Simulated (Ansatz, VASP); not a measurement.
**Two plane-wave programs on SiO2**

INCAR

```
SYSTEM = SiO2
PREC = Accurate ; ENCUT = 520
EDIFF = 1E-8 ; ISMEAR = 0
SIGMA = 0.05 ; LREAL = .FALSE.
LASPH = .TRUE. ; NELM = 80
ALGO = Normal ; ISIF = 2
LWAVE = .FALSE. ; LCHARG = .FALSE.
GGA = PE ; LEFG = .TRUE.
NBANDS = 44
```

KPOINTS

```
Automatic mesh
0
G
  6 6 4
  0 0 0
```

POSCAR

```
SiO2
1.0
    5.0823459623      0.0000000000      0.0000000000
    0.0000000000      5.0823459623      0.0000000000
    0.0000000000      0.0000000000      7.0969613870
Si O
4 8
Direct
    0.2940620166      0.2940620166      0.0000000000
    0.2059379834      0.7940620166      0.2500000000
    0.7059379834      0.7059379834      0.5000000000
    0.7940620166      0.2059379834      0.7500000000
    0.2411042533      0.0938540737      0.1744200718
    0.4061459263      0.7411042533      0.4244200718
    0.7588957467      0.9061459263      0.6744200718
    0.5938540737      0.2588957467      0.9244200718
    0.7411042533      0.4061459263      0.5755799282
    0.9061459263      0.7588957467      0.3255799282
    0.2588957467      0.5938540737      0.0755799282
    0.0938540737      0.2411042533      0.8255799282
```

Input for Ansatz:

```yaml
crystal:
  lattice:
    - [5.0823459623, 0.0, 0.0]
    - [0.0, 5.0823459623, 0.0]
    - [0.0, 0.0, 7.096961387]
  atoms:
    - { symbol: Si, position: [0.2940620166, 0.2940620166, 0.0] }
    - { symbol: Si, position: [0.2059379834, 0.7940620166, 0.25] }
    - { symbol: Si, position: [0.7059379834, 0.7059379834, 0.5] }
    - { symbol: Si, position: [0.7940620166, 0.2059379834, 0.75] }
    - { symbol: O, position: [0.2411042533, 0.0938540737, 0.1744200718] }
    - { symbol: O, position: [0.4061459263, 0.7411042533, 0.4244200718] }
    - { symbol: O, position: [0.7588957467, 0.9061459263, 0.6744200718] }
    - { symbol: O, position: [0.5938540737, 0.2588957467, 0.9244200718] }
    - { symbol: O, position: [0.7411042533, 0.4061459263, 0.5755799282] }
    - { symbol: O, position: [0.9061459263, 0.7588957467, 0.3255799282] }
    - { symbol: O, position: [0.2588957467, 0.5938540737, 0.0755799282] }
    - { symbol: O, position: [0.0938540737, 0.2411042533, 0.8255799282] }
basis:
  ecutwfc: 420
  ecutrho_ratio: 4
kpoints:
  mp_grid: { grid: [6, 6, 4] }
hamiltonian:
  xc: pbe
  pseudopotentials: { kind: paw, frozen_core: stored }
scf:
  occupations: { method: gaussian, width: 0.05 }
output:
  forces: true
  stress: true
  eigenvalues: true
  efg: { contact_densities: true, quadrupole_moments_barn: { O: -0.02558 } }
```

Alike in both runs: task electric field gradients; functional PBE; k mesh 6 × 6 × 4; occupations gaussian, width 0.05 eV; no spin polarisation.

|  | VASP | Ansatz |
| --- | --- | --- |
| version | VASP 6.6.1 | Ansatz 0.2.0 |
| potentials or method | VASP PAW PBE potentials, release 64 (Si, O), cutoff 520 eV | scalar-relativistic, plane waves, PAW |
| valence electrons in the cell | 64 | 64 |

Ansatz gave:

| Item | Value |
| --- | --- |
| gap on the k mesh at the Fermi level (eV) | 5.51 |
| least direct gap on the mesh (eV) | 5.51 |
| pressure (GPa) | 0.0 |
| rms of the force components (eV/Å) | 0.000 |
| size of Vzz on the site where it differs most (V/Å²) | 102.3 |

Problem. Which values does VASP return?

Solution. gap on the k mesh at the Fermi level (eV): 5.51; least direct gap on the mesh (eV): 5.51; pressure (GPa): 0.1; rms of the force components (eV/Å): 0.008; size of Vzz on the site where it differs most (V/Å²): 95.0.

Atom by atom the forces differ by 0.008 eV/Å (rms over components).
